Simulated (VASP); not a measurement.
Here is a VASP 6.6.1 calculation.

File INCAR:

```
SYSTEM = Pd
ALGO = Normal ; EDIFF = 1E-6
ENCUT = 520 ; GGA = CA
ISIF = 2 ; ISMEAR = -1
LASPH = .TRUE. ; LCHARG = .TRUE.
LELF = .TRUE. ; LREAL = .FALSE.
LVHAR = .TRUE. ; LWAVE = .FALSE.
NBANDS = 11 ; NELM = 60
PREC = Accurate ; SIGMA = 0.05
```

KPOINTS

```
k-points
0
G
  12 12 12
  0 0 0
```

File POSCAR:

```
Pd
1.0
   -1.5401846266      1.5401846266      1.5401846266
    1.5401846266     -1.5401846266      1.5401846266
    1.5401846266      1.5401846266     -1.5401846266
Pd
1
Direct
    0.0000000000      0.0000000000      0.0000000000
```

Potentials or basis: VASP PAW LDA potentials, release 64 (Pd).

Command:

```console
$ cat potpaw_LDA.64/Pd/POTCAR > POTCAR
$ mpirun -np 1 vasp_std > vasp.out
```

(1) What does it give for the pressure?

(2) Predict the band gap on the k mesh.

Results:

(1) -5.0 GPa.

(2) zero (band 5 reaches 10.38 eV, above the bottom of band 6 at 8.66 eV).
